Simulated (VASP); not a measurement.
Runs of VASP 6.6.1 on SiSn5. The structure is that of space group P6/mmm (No. 191), or close to it. The cells are those of the table. The cell was built from a structure type or drawn by symmetry, and may not be a known phase.

```csv
task,cell,k mesh,cutoff (eV),gap on the mesh (eV),pressure (GPa),relaxed volume (Å³/atom)
single point,"a = 10.267, b = 10.267, c = 2.932 Å, angles 90.0, 90.0, 120.0°, 6 atoms",3 × 3 × 6,520,none,-0.2,-
relaxation of cell and atoms,"relaxed from a = 6.322, b = 6.322, c = 4.863 Å, angles 90.0, 90.0, 120.0°, 6 atoms",3 × 3 × 4,600,none,0.0,(a)
relaxation of cell and atoms,"relaxed from a = 10.467, b = 10.467, c = 2.796 Å, angles 90.0, 90.0, 120.0°, 6 atoms",3 × 3 × 6,600,none,0.0,43.76
single point,"a = 6.322, b = 6.322, c = 4.863 Å, angles 90.0, 90.0, 120.0°, 6 atoms",3 × 3 × 4,520,none,155.5,-
single point,"a = 10.467, b = 10.467, c = 2.796 Å, angles 90.0, 90.0, 120.0°, 6 atoms",3 × 3 × 4,520,none,(b),-
```

Alike in all rows: level PBE; potentials or basis VASP PAW PBE potentials, release 64 (Si, Sn_d); no spin polarisation; smearing gaussian 0.1 eV.

**Question.** Estimate the missing entries.

**Answer.** (a) 43.25; (b) 0.1.

Caveats: some runs use coarse meshes; spin-orbit coupling is left out, which moves the levels of the heavy elements; the volume moved by over 15 % at a fixed basis, so the end points are rough (at least some runs); atoms lie so close that the PAW spheres overlap strongly, which falsifies energies and pressures (at least some runs).

A k mesh can miss the band edges, and the runs leave out spin-orbit coupling on Sn.

A gap of «none» marks levels without a gap at the run's occupations.
